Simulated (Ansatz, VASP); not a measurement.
**One calculation of Sb, two programs**

```
Sb
1.0
     4.05877    0.00000    0.00000
    -2.02939    3.51500    0.00000
     0.00000    0.00000   27.10000
Sb
2
Cartesian
  0.0000 2.3433 6.9941
  2.0294 1.1717 8.6559
```

Alike in both runs: functional revPBE; dispersion D3(BJ); k mesh 12 × 12 × 1; occupations gaussian, width 0.03 eV; no spin polarisation.

Ansatz relaxed the structure, and its values are those at the end. VASP's run is a single point on that final structure, the one shown.

|  | VASP | Ansatz |
| --- | --- | --- |
| version | VASP 6.6.1 | Ansatz 0.2.0 |
| potentials or method | VASP PAW PBE potentials, release 64 (Sb), cutoff 400 eV | scalar-relativistic, plane waves, PAW |
| valence electrons in the cell | 10 | 30 |

|  | VASP | Ansatz | Ansatz less VASP |
| --- | --- | --- | --- |
| gap on the k mesh at the Fermi level (eV) | 1.18 | 1.17 | -0.007 |
| least direct gap on the mesh (eV) | 1.69 | 1.72 | +0.031 |
| rms of the force components (eV/Å) | 0.044 | 0.000 | -0.0438 |

VASP's potentials were made for PBE, not for revPBE. VASP's potentials hold 10 valence electrons a cell and Ansatz's 30, so a difference there can come from the potentials and not from the codes. Ansatz's warnings: slab cell height set, structure snapped to symmetry, xc potential rough in thin density.

Neither program's run includes spin-orbit coupling.
